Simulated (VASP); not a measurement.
# K (Cmcm) in VASP: notebook, part 2 of 2

VASP 6.6.1.

### 4 Single point, PBEsol

This run uses another cell than the first one, of the same volume but with other edges.

INCAR reads:

```
SYSTEM = K
  ALGO = Fast
  EDIFF = 1E-7
  ENCUT = 520
  GGA = PS
  ISIF = 2
  ISMEAR = 0
  LASPH = .True.
  LCHARG = .True.
  LELF = .True.
  LREAL = .False.
  LVHAR = .True.
  LWAVE = .False.
  NBANDS = 16
  NELM = 60
  PREC = Accurate
  SIGMA = 0.15
```

KPOINTS reads:

```
k-points
0
Gamma
  12 12 8
  0 0 0
```

POSCAR reads:

```
K
1.0
    2.5066732048     -4.1616871805      0.0000000000
    2.5066732048      4.1616871805      0.0000000000
    0.0000000000      0.0000000000      7.3894064742
K
2
Direct
    0.8206130200      0.1793869800      0.2500000000
    0.1793869800      0.8206130200      0.7500000000
```

Potentials or basis: VASP PAW PBE potentials, release 64 (K_sv).

Command:

```
> cat potpaw_PBE.64/K_sv/POTCAR > POTCAR
> mpirun -np 1 vasp_std > vasp.out
```

OUTCAR:

```text
SYSTEM = K
   EDIFF = 1E-7
   ENCUT = 520
   GGA = PS
   ISIF = 2
   ISMEAR = 0
   LASPH = .True.
   LREAL = .False.
   NELM = 60
   PREC = Accurate

 ion  position               nearest neighbor table
   1  0.821  0.179  0.250-
   2  0.179  0.821  0.750-

  LATTYP: Found a base centered orthorhombic cell.
 ALAT       =     5.0133464096
 B/A-ratio  =     1.6602432150
 C/A-ratio  =     1.4739469150

  Lattice vectors:

 A1 = (   2.5066732048,  -4.1616871805,   0.0000000000)
 A2 = (   2.5066732048,   4.1616871805,   0.0000000000)
 A3 = (   0.0000000000,   0.0000000000,   7.3894064742)

Analysis of symmetry for initial positions (statically):
=====================================================================
 Subroutine PRICEL returns:
 Original cell was already a primitive cell.

 Routine SETGRP: Setting up the symmetry group for a
 base centered orthorhombic supercell.

 Subroutine GETGRP returns: Found  8 space group operations
 (whereof  4 operations were pure point group operations)
 out of a pool of  8 trial point group operations.
[... 162 lines left out ...]
  free energy    TOTEN  =        -2.25890901 eV

  energy without entropy =       -2.24295547  energy(sigma->0) =       -2.25093224

 E-fermi :  -0.2562     XC(G=0):  -5.5797

 val. band max:       -0.2805064245   @ k =   0.5000   0.2500   0.3750
 cond. band min:      -0.2543249740   @ k =   0.5000   0.0000   0.1250
 fundamental gap:      0.0261814505
 Fermi energy:        -0.2562128631

 k-point     1 :       0.0000    0.0000    0.0000
  band No.  band energies     occupation
      1     -32.2883      2.00000
      2     -32.2840      2.00000
      3     -15.8693      2.00000
      4     -15.8176      2.00000
      5     -15.8106      2.00000
      6     -15.8018      2.00000
[... 433 lines left out ...]
      3     -15.8490      2.00000
      4     -15.8384      2.00000
      5     -15.8329      2.00000
      6     -15.8208      2.00000
[... 8 lines left out ...]
     15       3.3440      0.00000
     16       4.0776      0.00000

 [... further k-points ...]

------------------------ aborting loop because EDIFF is reached ----------------------------------------

  FORCE on cell =-STRESS in cart. coord.  units (eV):
  Direction    XX          YY          ZZ          XY          YZ          ZX
  --------------------------------------------------------------------------------------
  -------------------------------------------------------------------------------------
  Total       -0.3391345     -0.3431293     -0.0412086      0.0000000      0.0000000      0.0000000
  in kB       -3.5243243     -3.5658386     -0.4282440      0.0000000      0.0000000      0.0000000
  external PRESSURE =      -2.5061356 kB  Pullay stress =       0.0000000 kB

 VOLUME and BASIS-vectors are now :
 -----------------------------------------------------------------------------
  energy-cutoff  :      520.00
  volume of cell :      154.17
      direct lattice vectors                 reciprocal lattice vectors
     2.506673205 -4.161687181  0.000000000     0.199467565 -0.120143581  0.000000000
     2.506673205  4.161687181  0.000000000     0.199467565  0.120143581  0.000000000
     0.000000000  0.000000000  7.389406474     0.000000000  0.000000000  0.135328866

 POSITION                                       TOTAL-FORCE (eV/Angst)
 -----------------------------------------------------------------------------------
      2.50667     -2.66858      1.84735         0.000000     -0.003979      0.000000
      2.50667      2.66858      5.54205         0.000000      0.003979     -0.000000
 -----------------------------------------------------------------------------------
    total drift:                               -0.000000     -0.000000      0.000000

  FREE ENERGIE OF THE ION-ELECTRON SYSTEM (eV)
  ---------------------------------------------------
  free  energy   TOTEN  =        -2.2589090050 eV

  energy  without entropy=       -2.2429554737  energy(sigma->0) =       -2.25093224
```

OSZICAR:

```text
N       E                     dE             d eps       ncg     rms          rms(c)
DAV:   1     0.112223772686E+03    0.11222E+03   -0.75957E+03  6880   0.885E+02
DAV:   2     0.628824374868E+01   -0.10594E+03   -0.10361E+03  8360   0.259E+02
DAV:   3    -0.190573013249E+01   -0.81940E+01   -0.81672E+01 12944   0.515E+01
DAV:   4    -0.225618381599E+01   -0.35045E+00   -0.35034E+00  9440   0.834E+00
DAV:   5    -0.226244112825E+01   -0.62573E-02   -0.62569E-02 11424   0.889E-01    0.255E+00
RMM:   6    -0.225942357377E+01    0.30176E-02   -0.47779E-03  8943   0.453E-01    0.167E+00
RMM:   7    -0.225874453996E+01    0.67903E-03   -0.12021E-02  9684   0.611E-01    0.133E-01
RMM:   8    -0.225883725463E+01   -0.92715E-04   -0.20068E-03 10434   0.338E-01    0.454E-02
RMM:   9    -0.225888985951E+01   -0.52605E-04   -0.24304E-04 10863   0.841E-02    0.263E-02
RMM:  10    -0.225890476156E+01   -0.14902E-04   -0.60044E-05 11528   0.383E-02    0.410E-03
RMM:  11    -0.225890710138E+01   -0.23398E-05   -0.21430E-05 12551   0.184E-02    0.315E-03
RMM:  12    -0.225890800646E+01   -0.90508E-06   -0.72207E-06 12314   0.104E-02    0.298E-03
RMM:  13    -0.225890873830E+01   -0.73184E-06   -0.24125E-06 11684   0.684E-03    0.117E-03
RMM:  14    -0.225890893691E+01   -0.19861E-06   -0.12277E-06 10505   0.456E-03    0.103E-04
RMM:  15    -0.225890900501E+01   -0.68091E-07   -0.59181E-07  9373   0.329E-03
   1 F= -.22589090E+01 E0= -.22509322E+01  d E =-.159535E-01
```

stdout:

```text
POSCAR found type information on POSCAR K
 POSCAR found :  1 types and       2 ions
 scaLAPACK will be used
 -----------------------------------------------------------------------------
|                                                                             |
|                                                                             |
|     You enforced a specific xc type in the INCAR file but a different       |
|     I HOPE YOU KNOW WHAT YOU ARE DOING!                                     |
|                                                                             |
 -----------------------------------------------------------------------------

 LDA part: xc-table for (Slater+PW92), standard interpolation
 POSCAR, INCAR and KPOINTS ok, starting setup
 FFT: planning ... GRIDC
 FFT: planning ... GRID_SOFT
 FFT: planning ... GRID
 WAVECAR not read
 entering main loop
WARNING in EDDRMM: call to ZHEGV failed, returncode =   8  4      9
WARNING in EDDRMM: call to ZHEGV failed, returncode =   6  3     13
WARNING in EDDRMM: call to ZHEGV failed, returncode =   8  4     13
 num prob  num prob  num prob  num prob RMM:  14    -0.225890893691E+01   -0.19861E-06   -0.12277E-06 10505   0.456E-03    0.103E-04
 num prob  num prob  num prob  num prob  num prob  num prob  num prob  num prob  num prob  num prob  num prob WARNING in EDDRMM: call to ZHEGV failed, returncode =   8  4     13
WARNING in EDDRMM: call to ZHEGV failed, returncode =   6  3     12
```

It took 3.4 min on 1 thread of Intel Xeon 6975P-C (Granite Rapids), shared host; peak memory 0.56 GiB.

What came out:

| Quantity | Value |
| --- | --- |
| Free energy | -2.2589 eV |
| Pressure | -0.3 GPa |
| Largest force | 0.004 eV/Å |
| Band gap on the k mesh | zero (bands 9 and 10 overlap by 2.44 eV) |

Forces in eV/Å, atoms in the order of the input:
```
K    0.000 -0.004  0.000
K    0.000  0.004  0.000
```

Stress tensor (GPa, compression positive):
```
-0.35  0.00  0.00
 0.00 -0.36  0.00
 0.00  0.00 -0.04
```

Caveat: the PAW data sets were made with another functional, which shifts forces and pressure a little.

### 5 The runs side by side

```tsv
cell	further INCAR settings	gap on the mesh (eV)	pressure (GPa)
a = 4.988, b = 4.988, c = 7.010 Å, angles 90.0, 90.0, 117.9°, 2 atoms	ALGO = Fast; EDIFF = 1e-06; NBANDS = 16	none	-0.2
a = 4.447, b = 4.447, c = 8.821 Å, angles 90.0, 90.0, 117.9°, 2 atoms	ALGO = Fast; EDIFF = 1e-07; NBANDS = 16	none	-0.2
a = 4.858, b = 4.858, c = 7.389 Å, angles 90.0, 90.0, 117.9°, 2 atoms	ALGO = Fast; EDIFF = 1e-07; NBANDS = 16	none	-0.3
```

Alike in all rows: task single point; level PBEsol; potentials or basis VASP PAW PBE potentials, release 64 (K_sv); no spin polarisation; k mesh 12 × 12 × 8; cutoff (eV) 520; smearing gaussian 0.15 eV.

Caveats: the PAW data sets were made with another functional, which shifts forces and pressure a little.

Total energies depend on the potentials used, so only differences within one code and one set of settings carry meaning.

The gap in the log of VASP goes by the Fermi energy; the results here count the filled bands.